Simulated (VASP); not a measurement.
Write the native input for VASP 6.6.1 that does the following.

```yaml
Task: single point
Functional: PBE
Potentials_or_basis: VASP PAW PBE potentials, release 64 (Cs_sv, Ta_pv, B)
Cutoff: 520 eV
k_mesh: 6 × 6 × 6
Occupations: gaussian, width 0.1 eV
Spin: no spin polarisation
Dipole_correction: no
Further_INCAR_settings: ALGO = Fast; EDIFF = 1e-06; NBANDS = 18
```

The structure of CsTaB lies in POSCAR:

```
CsTaB
1.0
   -2.0716092528      3.6420280857      3.8413812312
    2.0716092528     -3.6420280857      3.8413812312
    2.0716092528      3.6420280857     -3.8413812312
Cs Ta B
1 1 1
Direct
    0.0000000000      0.5000000000      0.5000000000
    0.5000000000      0.0000000000      0.5000000000
    0.5000000000      0.5000000000      0.0000000000
```

The cell was generated, and may not be a known phase.

One way to write it, as run:

INCAR

```
SYSTEM = CsTaB
ALGO = Fast
EDIFF = 1E-6
ENCUT = 520
GGA = PE
ISIF = 2
ISMEAR = 0
LASPH = .True.
LCHARG = .False.
LREAL = .False.
LWAVE = .False.
NBANDS = 18
NELM = 100
PREC = Accurate
SIGMA = 0.1
```

KPOINTS

```
k-points
0
Gamma
  6 6 6
  0 0 0
```

Potentials or basis: VASP PAW PBE potentials, release 64 (Cs_sv, Ta_pv, B).

The run is started by

```bash
$ cat potpaw_PBE.64/Cs_sv/POTCAR potpaw_PBE.64/Ta_pv/POTCAR potpaw_PBE.64/B/POTCAR > POTCAR
$ mpirun -np 1 vasp_std > vasp.out
```

Results of the run:

- Pressure: 0.0 GPa
- Band gap on the k mesh: zero (an odd number of electrons rules out a gap without spin polarisation)

Caveat: spin-orbit coupling is left out, which moves the levels of the heavy elements.

Run time: 4.1 min on 1 thread of Intel Xeon 8259CL, with other jobs on the host, peak memory 0.32 GiB.
